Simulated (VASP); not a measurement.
A run of VASP 6.6.1:

The input INCAR:

```
SYSTEM = ZrO5
PREC     = Accurate       ! precision mode
ENCUT    = 520            ! plane-wave cutoff, eV
EDIFF    = 1E-6           ! SCF threshold, eV
ISMEAR   = 0              ! smearing method
SIGMA    = 0.1            ! smearing width, eV
LREAL    = .FALSE.        ! projectors in reciprocal space
LASPH    = .TRUE.         ! aspherical terms in the spheres
NELM     = 80             ! most SCF steps
ALGO     = Normal         ! electronic algorithm
ISIF     = 2              ! what is computed and relaxed
LWAVE    = .FALSE.        ! write WAVECAR
LCHARG   = .FALSE.        ! write CHGCAR
GGA      = PE             ! functional
NBANDS   = 30             ! bands
```

File KPOINTS:

```
regular mesh
0
G
  6 6 4
  0 0 0
```

File POSCAR:

```
ZrO5
1.0
    4.2977771035      0.0000000000      0.0000000000
   -2.1488885518      3.7219841514      0.0000000000
    0.0000000000      0.0000000000      5.5531211326
Zr O
1 5
Direct
    0.0000000000      0.0000000000      0.0000000000
    0.5000038215      0.0000000000      0.0000000000
    0.0000000000      0.5000038215      0.0000000000
    0.4999961785      0.4999961785      0.0000000000
    0.0000000000      0.0000000000      0.3857272829
    0.0000000000      0.0000000000      0.6142727171
```

Potentials or basis: VASP PAW PBE potentials, release 64 (Zr_sv, O).

Launch:

```console
$ cat potpaw_PBE.64/Zr_sv/POTCAR potpaw_PBE.64/O/POTCAR > POTCAR
$ mpirun -np 1 vasp_std > vasp.out
```

Hardware: 1 thread of Intel(R) Xeon(R) 6975P-C (Granite Rapids), on a shared host.

Task: How long does it take, and how much memory?

Result: Run time: 28 s on 1 thread of Intel(R) Xeon(R) 6975P-C (Granite Rapids), on a shared host, peak memory 0.21 GiB. Counts: scf iterations 20, k points 21.
